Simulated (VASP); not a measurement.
# TiPt3 (Pm-3m) in VASP: single point with r2SCAN

Aim: the single point of TiPt3 with r2SCAN.

Everything below comes from runs of VASP 6.6.1. Logs are shortened: lines on timing, memory, paths and dates and some standing lists are left out, and cuts for length are marked.

## Step 1: The cell of the first run

Symmetry: Pm-3m, No. 221, cubic system. The conventional cell has a = 3.972 Å, b = 3.972 Å, c = 3.972 Å, α = 90.00°, β = 90.00°, γ = 90.00°. Within 3.7 Å of Ti (site symmetry m-3m) lie 12 Pt at 2.81 Å. Pt (site symmetry 4/mmm) has 4 Ti at 2.81 Å and 8 Pt at 2.81 Å within 3.7 Å.

## Step 2: Single point, r2SCAN

Contents of POSCAR:

```
TiPt3
1.0
    3.9723974900      0.0000000000      0.0000000000
    0.0000000000      3.9723974900      0.0000000000
    0.0000000000      0.0000000000      3.9723974900
Ti Pt
1 3
Direct
    0.0000000000      0.0000000000      0.0000000000
    0.0000000000      0.5000000000      0.5000000000
    0.5000000000      0.0000000000      0.5000000000
    0.5000000000      0.5000000000      0.0000000000
```

Contents of INCAR.step1:

```
SYSTEM = TiPt3
PREC = Accurate ; ENCUT = 630
ISMEAR = -1 ; SIGMA = 0.1
LREAL = .FALSE. ; LASPH = .TRUE.
NELM = 120 ; NBANDS = 41
GGA = PE ; ALGO = Normal
EDIFF = 1E-5 ; LWAVE = .TRUE.
LCHARG = .FALSE. ; GGA_COMPAT = .FALSE.
```

Contents of INCAR.step2:

```
SYSTEM = TiPt3
PREC = Accurate ; ENCUT = 630
EDIFF = 1E-6 ; ISMEAR = -1
SIGMA = 0.1 ; LREAL = .FALSE.
LASPH = .TRUE. ; NELM = 120
ALGO = Normal ; ISIF = 2
LWAVE = .FALSE. ; LCHARG = .TRUE.
METAGGA = R2SCAN ; LMIXTAU = .TRUE.
LELF = .TRUE. ; LVHAR = .TRUE.
NBANDS = 41 ; ISTART = 1
GGA_COMPAT = .FALSE.
```

Contents of KPOINTS:

```
regular mesh
0
G
  9 9 9
  0 0 0
```

Potentials or basis: VASP PAW PBE potentials, release 64 (Ti_sv, Pt_sv_GW).

Started as:

```sh
$ cat potpaw_PBE.64/Ti_sv/POTCAR potpaw_PBE.64/Pt_sv_GW/POTCAR > POTCAR
$ cp INCAR.step1 INCAR
$ mpirun -np 1 vasp_std > vasp.out
$ cp INCAR.step2 INCAR
$ mpirun -np 1 vasp_std > vasp.out
```

OUTCAR:

```text
SYSTEM = TiPt3
   PREC = Accurate
   ENCUT = 630
   EDIFF = 1E-6
   ISMEAR = -1
   LREAL = .FALSE.
   LASPH = .TRUE.
   NELM = 120
   ISIF = 2
   METAGGA = R2SCAN
   ISTART = 1

 ion  position               nearest neighbor table
   1  0.000  0.000  0.000-   2 2.81   3 2.81   4 2.81   2 2.81   3 2.81   2 2.81   4 2.81   2 2.81
                             3 2.81   4 2.81   3 2.81   4 2.81
   2  0.000  0.500  0.500-   1 2.81   3 2.81   4 2.81   1 2.81   4 2.81   1 2.81   3 2.81   1 2.81
                             3 2.81   4 2.81   4 2.81   3 2.81
   3  0.500  0.000  0.500-   1 2.81   2 2.81   4 2.81   1 2.81   4 2.81   2 2.81   4 2.81   4 2.81
                             1 2.81   2 2.81   1 2.81   2 2.81
   4  0.500  0.500  0.000-   1 2.81   2 2.81   3 2.81   2 2.81   3 2.81   1 2.81   3 2.81   3 2.81
                             1 2.81   2 2.81   2 2.81   1 2.81

  LATTYP: Found a simple cubic cell.
 ALAT       =     3.9723974900

  Lattice vectors:

 A1 = (   3.9723974900,   0.0000000000,   0.0000000000)
 A2 = (   0.0000000000,   3.9723974900,   0.0000000000)
 A3 = (   0.0000000000,   0.0000000000,   3.9723974900)

Analysis of symmetry for initial positions (statically):
=====================================================================
 Subroutine PRICEL returns:
 Original cell was already a primitive cell.

 Routine SETGRP: Setting up the symmetry group for a
 simple cubic supercell.

 Subroutine GETGRP returns: Found 48 space group operations
 (whereof 48 operations were pure point group operations)
 out of a pool of 48 trial point group operations.

The static configuration has the point symmetry O_h .

Analysis of symmetry for dynamics (positions and initial velocities):
=====================================================================
 Subroutine PRICEL returns:
 Original cell was already a primitive cell.

 Routine SETGRP: Setting up the symmetry group for a
 simple cubic supercell.

 Subroutine GETGRP returns: Found 48 space group operations
 (whereof 48 operations were pure point group operations)
 out of a pool of 48 trial point group operations.

The dynamic configuration has the point symmetry O_h .

 Subroutine INISYM returns: Found 48 space group operations
 (whereof 48 operations are pure point group operations),
 and found     1 'primitive' translations

----------------------------------------------------------------------------------------

                                     Primitive cell
[... 94 lines left out ...]
   NELM   =    120;   NELMIN=  2; NELMDL=  0     # of ELM steps
   EDIFF  = 0.1E-05   stopping-criterion for ELM
   LREAL  =      F    real-space projection
   EDIFFG = 0.1E-04   stopping-criterion for IOM
   NSW    =      0    number of steps for IOM
   IBRION =     -1    ionic relax: 0-MD 1-quasi-New 2-CG
   NFREE  =      0    steps in history (QN), initial steepest desc. (CG)
   ISIF   =      2    stress and relaxation
   ISYM   =      2    0-nonsym 1-usesym 2-fastsym
   POTIM  = 0.5000    time-step for ionic-motion
   TEBEG  =    0.0;   TEEND  =   0.0 temperature during run
   PSTRESS=    0.0 pullay stress
   NELECT =      66.0000    total number of electrons
   NUPDOWN=      -1.0000    fix difference up-down
   EMIN   =  10.00;   EMAX   =-10.00  energy-range for DOS
   EFERMI =   0.00;   METHOD = LEGACY
   ISMEAR =    -1;   SIGMA  =   0.10  broadening in eV -4-tet -1-fermi 0-gaus
   EFERMI_NEDOS =   21; number of points for ismear=-14 and -15
   IALGO  =     38    algorithm
   IMIX   =      4    mixing-type and parameters
     AMIX     =   0.40;   BMIX     =  1.00
     AMIX_MAG =   1.60;   BMIX_MAG =  1.00
  volume/ion in A,a.u.               =      15.67       105.75
  Fermi-wavevector in a.u.,A,eV,Ry     =   1.665470  3.147282 37.739702  2.773790
  Thomas-Fermi vector in A             =   2.751834
   LORBIT       =      0    0 simple, 1 ext, 2 COOP (PROOUT), +10 PAW based schemes
   METAGGA = R2SCAN    functional components
   LHFCALC =     F    Hartree Fock is set to
   AEXX    =    0.0000 exact exchange contribution
   IVDW    =     0    specifies the selected vdW correction
   LEPSILON=     F    determine dielectric tensor
   LRPA    =     F    only Hartree local field effects (RPA)
 non-spin polarized calculation
  energy-cutoff  :      630.00
  volume of cell :       62.68
 maximum number of plane-waves:      2301
 NGX is ok and might be reduce to    36
   NGX = 17   NGY = 17   NGZ = 17

 number of electron      65.9999998 magnetization

 Free energy of the ion-electron system (eV)
  ---------------------------------------------------
  ext. energy  EPLUGINS =         0.00000000
  ---------------------------------------------------
  free energy    TOTEN  =      -170.83216970 eV

  energy without entropy =     -170.77665958  energy(sigma->0) =     -170.80441464

 E-fermi :  10.3194     XC(G=0): -14.5205

 val. band max:       10.2496386992   @ k =   0.4444   0.0000   0.0000
 cond. band min:      10.3329117318   @ k =   0.0000   0.0000   0.0000
 fundamental gap:      0.0832730326
 Fermi energy:        10.3193944941

 k-point     1 :       0.0000    0.0000    0.0000
  band No.  band energies     occupation
      1     -90.7233      2.00000
      2     -90.6928      2.00000
      3     -90.6928      2.00000
      4     -50.3761      2.00000
      5     -44.4448      2.00000
      6     -44.4448      2.00000
[... 1045 lines left out ...]
     40      14.4371      0.00000
     41      17.8489      0.00000

 [... further k-points ...]

------------------------ aborting loop because EDIFF is reached ----------------------------------------

  FORCE on cell =-STRESS in cart. coord.  units (eV):
  Direction    XX          YY          ZZ          XY          YZ          ZX
  --------------------------------------------------------------------------------------
  -------------------------------------------------------------------------------------
  Total       -3.7214915     -3.7214915     -3.7214915      0.0000000      0.0000000     -0.0000000
  in kB      -95.1194913    -95.1194913    -95.1194913      0.0000000      0.0000000     -0.0000000
  external PRESSURE =     -95.1194913 kB  Pullay stress =       0.0000000 kB

 VOLUME and BASIS-vectors are now :
 -----------------------------------------------------------------------------
  energy-cutoff  :      630.00
  volume of cell :       62.68
      direct lattice vectors                 reciprocal lattice vectors
     3.972397490  0.000000000  0.000000000     0.251737144  0.000000000  0.000000000
     0.000000000  3.972397490  0.000000000     0.000000000  0.251737144  0.000000000
     0.000000000  0.000000000  3.972397490     0.000000000  0.000000000  0.251737144

 POSITION                                       TOTAL-FORCE (eV/Angst)
 -----------------------------------------------------------------------------------
      0.00000      0.00000      0.00000         0.000000      0.000000      0.000000
      0.00000      1.98620      1.98620         0.000000      0.000000      0.000000
      1.98620      0.00000      1.98620         0.000000      0.000000      0.000000
      1.98620      1.98620      0.00000         0.000000      0.000000      0.000000
 -----------------------------------------------------------------------------------
    total drift:                                0.000000      0.000000      0.000000

  FREE ENERGIE OF THE ION-ELECTRON SYSTEM (eV)
  ---------------------------------------------------
  free  energy   TOTEN  =      -170.8321696970 eV

  energy  without entropy=     -170.7766595825  energy(sigma->0) =     -170.80441464
```

Run time: 5.3 min. Hardware: 1 thread of Intel Xeon Platinum 8488C (Sapphire Rapids), shared host; peak memory 0.28 GiB.

What came out:

```yaml
Free_energy: -170.8322 eV
Pressure: -9.5 GPa
Band_gap_on_the_k_mesh: zero (bands 33 and 34 overlap by 1.48 eV)
```

Levels at points of the mesh, in eV from the Fermi level:
```tsv
k point	band 30	band 31	band 32	band 33	band 34	band 35	band 36	band 37
(0.00, 0.00, 0.00)	0.01	0.01	0.01	1.41	1.41	1.69	1.69	1.69
```

Caveat: the cell stands under tension; the PAW data sets were made with another functional, which shifts forces and pressure a little; spin-orbit coupling is left out, which moves the levels of the heavy elements.

The gap in the log of VASP goes by the Fermi energy; the results here count the filled bands.